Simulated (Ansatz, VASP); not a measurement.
**PdCl in VASP and in Ansatz**

Contents of INCAR:

```
SYSTEM = PdCl
ALGO     = Normal         ! electronic algorithm
EDIFF    = 1E-7           ! SCF threshold, eV
ENCUT    = 520            ! plane-wave cutoff, eV
GGA      = PE             ! functional
ISIF     = 2              ! what is computed and relaxed
ISMEAR   = -1             ! smearing method
LASPH    = .TRUE.         ! aspherical terms in the spheres
LCHARG   = .FALSE.        ! write CHGCAR
LREAL    = .FALSE.        ! projectors in reciprocal space
LWAVE    = .FALSE.        ! write WAVECAR
NBANDS   = 16             ! bands
NELM     = 60             ! most SCF steps
PREC     = Accurate       ! precision mode
SIGMA    = 0.08           ! smearing width, eV
```

KPOINTS

```
k-points
0
G
  15 15 15
  0 0 0
```

POSCAR

```
PdCl
1.0
    3.2475712111      0.0000000000      0.0000000000
    0.0000000000      3.2475712111      0.0000000000
    0.0000000000      0.0000000000      3.2475712111
Pd Cl
1 1
Direct
    0.0000000000      0.0000000000      0.0000000000
    0.5000000000      0.5000000000      0.5000000000
```

Input for Ansatz:

```yaml
crystal:
  lattice:
    - [3.2475712111, 0.0, 0.0]
    - [0.0, 3.2475712111, 0.0]
    - [0.0, 0.0, 3.2475712111]
  atoms:
    - { symbol: Pd, position: [0.0, 0.0, 0.0] }
    - { symbol: Cl, position: [0.5, 0.5, 0.5] }
kpoints:
  mp_grid: { grid: [15, 15, 15] }
scf:
  occupations: { method: fermi_dirac, width: 0.08 }
hamiltonian:
  xc: pbe
  pseudopotentials: { kind: nc }
output:
  forces: true
  stress: true
  eigenvalues: true
```

Change from the starting cell: volume scaled by 1, norm-conserving files.

Alike in both runs: task single point; functional PBE; k mesh 15 × 15 × 15; occupations fermi-dirac, width 0.08 eV; no spin polarisation.

|  | VASP | Ansatz |
| --- | --- | --- |
| version | VASP 6.6.1 | Ansatz 0.2.0 |
| potentials or method | VASP PAW PBE potentials, release 64 (Pd, Cl) | norm-conserving pseudopotentials, scalar-relativistic |
| plane-wave cutoff (eV) | 520 | 1116 |
| valence electrons in the cell | 17 | 25 |

|  | VASP | Ansatz | Ansatz less VASP |
| --- | --- | --- | --- |
| pressure (GPa) | -0.1 | -0.1 | +0.05 |

VASP's potentials hold 17 valence electrons a cell and Ansatz's 25, so a difference there can come from the potentials and not from the codes.
